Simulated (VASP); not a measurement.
Wanted: the native input for a VASP 6.6.1 run.

```yaml
Task: relaxation of cell and atoms
Functional: r2SCAN
Dispersion: rVV10
Potentials_or_basis: VASP PAW PBE potentials, release 64 (Pb_d)
Cutoff: 550 eV
k_mesh: 16 × 16 × 16
Occupations: gaussian, width 0.1 eV
Spin: no spin polarisation
Target_pressure: 1e-06 GPa
Dipole_correction: no
Further_INCAR_settings: ALGO = Normal; EDIFF = 1e-07; IBRION = 2; EDIFFG = -0.004; NSW = 70; ISIF = 3
```

Crystal: Pb.

```
CELL_PARAMETERS angstrom
0.00000 2.47639 2.47639
2.47639 0.00000 2.47639
2.47639 2.47639 0.00000
ATOMIC_POSITIONS crystal
Pb 0.00000 0.00000 0.00000
```

The input as run:

POSCAR

```
Pb
1.0
    0.0000000000      2.4763868756      2.4763868756
    2.4763868756      0.0000000000      2.4763868756
    2.4763868756      2.4763868756      0.0000000000
Pb
1
Direct
    0.0000000000      0.0000000000      0.0000000000
```

INCAR.step1

```
SYSTEM = Pb
PREC = Accurate ; ENCUT = 550
ISMEAR = 0 ; SIGMA = 0.1
LREAL = .False. ; LASPH = .True.
NELM = 120 ; GGA = PE
ALGO = Normal ; EDIFF = 1E-5
LWAVE = .True. ; LCHARG = .False.
GGA_COMPAT = .False. ; IBRION = 2
ISIF = 3 ; EDIFFG = -0.005
NELMIN = 4 ; NSW = 100
```

INCAR.step2

```
SYSTEM = Pb
PREC = Accurate ; ENCUT = 550
EDIFF = 1E-7 ; ISMEAR = 0
SIGMA = 0.1 ; LREAL = .False.
LASPH = .True. ; NELM = 120
ALGO = Normal ; ISIF = 3
LWAVE = .False. ; LCHARG = .False.
METAGGA = R2SCAN ; LMIXTAU = .True.
LUSE_VDW = .True. ; IVDW_NL = 2
BPARAM = 11.95 ; CPARAM = 0.0093
IBRION = 2 ; NSW = 70
EDIFFG = -0.004 ; PSTRESS = 9.999999999999999e-06
ISTART = 1 ; GGA_COMPAT = .False.
NELMIN = 4
```

KPOINTS

```
Automatic mesh
0
Gamma
  16 16 16
  0 0 0
```

Potentials or basis: VASP PAW PBE potentials, release 64 (Pb_d).

Command:

```sh
$ cat potpaw_PBE.64/Pb_d/POTCAR > POTCAR
$ cp INCAR.step1 INCAR
$ mpirun -np 1 vasp_std > vasp.out
$ cp INCAR.step2 INCAR
$ mpirun -np 1 vasp_std > vasp.out
```

It gave:

| Quantity | Value |
| --- | --- |
| Relaxed volume | 30.50 Å³/atom |
| Relaxed cell | a = 3.507 Å, b = 3.507 Å, c = 3.507 Å, α = 60.00°, β = 60.00°, γ = 60.00° |
| Space group after relaxing (to 0.1 Å) | Fm-3m (No. 225) |
| Energy change on relaxing (the run minimises the enthalpy) | -0.1 meV/atom |
| Ionic steps | 3 |
| Pressure after relaxing | 0.0 GPa |
| Band gap on the k mesh | zero (bands 7 and 8 overlap by 9.44 eV) |

Caveat: the cell is relaxed towards a set pressure, so the run minimises the enthalpy, not the energy; the PAW data sets were made with another functional, which shifts forces and pressure a little; spin-orbit coupling is left out, which moves the levels of the heavy elements.

It took 19 min on 1 thread of Oxide Virtual Turin-like Processor (shared host), peak memory 0.27 GiB.
